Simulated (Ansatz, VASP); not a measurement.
# CuI: VASP beside Ansatz

POSCAR

```
CuI
1.0
    0.0000000000      2.9933798582      2.9933798582
    2.9933798582      0.0000000000      2.9933798582
    2.9933798582      2.9933798582      0.0000000000
Cu I
1 1
Direct
    0.0000000000      0.0000000000      0.0000000000
    0.2500000000      0.2500000000      0.2500000000
```

INCAR.step1

```
  PREC = Accurate
  ENCUT = 520
  EDIFF = 1E-5
  ISMEAR = -1
  SIGMA = 0.05
  LREAL = False
  LASPH = True
  NELM = 80
  ALGO = Normal
  ISIF = 2
  LWAVE = True
  LCHARG = False
  GGA = PE
  NBANDS = 16
```

INCAR.step2

```
  PREC = Accurate
  ENCUT = 520
  EDIFF = 1E-6
  ISMEAR = -1
  SIGMA = 0.05
  LREAL = False
  LASPH = True
  NELM = 80
  ALGO = Normal
  ISIF = 2
  LWAVE = False
  LCHARG = False
  GGA = PE
  LHFCALC = True
  HFSCREEN = 0.2079
  PRECFOCK = Normal
  ISTART = 1
  NBANDS = 16
```

KPOINTS

```
Automatic mesh
0
Gamma
  4 4 4
```

Input for Ansatz:

```yaml
crystal:
  lattice:
    - [0.0, 2.993379858237, 2.993379858237]
    - [2.993379858237, 0.0, 2.993379858237]
    - [2.993379858237, 2.993379858237, 0.0]
  atoms:
    - { symbol: Cu, position: [0.0, 0.0, 0.0] }
    - { symbol: I, position: [0.25, 0.25, 0.25] }
kpoints:
  mp_grid: { grid: [4, 4, 4] }
hamiltonian:
  xc: hse06
  pseudopotentials: { kind: paw }
scf:
  occupations: { method: fermi_dirac, width: 0.05 }
  convergence: { dr2_threshold: "1e-10 eV" }
  exx: { energy_threshold: "2e-8 eV" }
output:
  forces: true
  stress: true
  eigenvalues: true
```

Alike in both runs: task single point; functional HSE06; k mesh 4 × 4 × 4; occupations fermi-dirac, width 0.05 eV; no spin polarisation.

```csv
,VASP,Ansatz
version,VASP 6.6.1,Ansatz 0.2.0 development build
potentials or method,"VASP PAW PBE potentials, release 64 (Cu, I)","plane waves, PAW datasets (generated soft set 1)"
plane-wave cutoff (eV),520,420
valence electrons in the cell,18,36
```

```csv
,VASP,Ansatz,Ansatz less VASP
gap on the k mesh at the Fermi level (eV),2.67,2.72,+0.043
```

VASP's potentials hold 18 valence electrons a cell and Ansatz's 36, so a difference there can come from the potentials and not from the codes.

The k mesh is coarse, so the values compare programs but aren't converged. Neither program's run includes spin-orbit coupling.
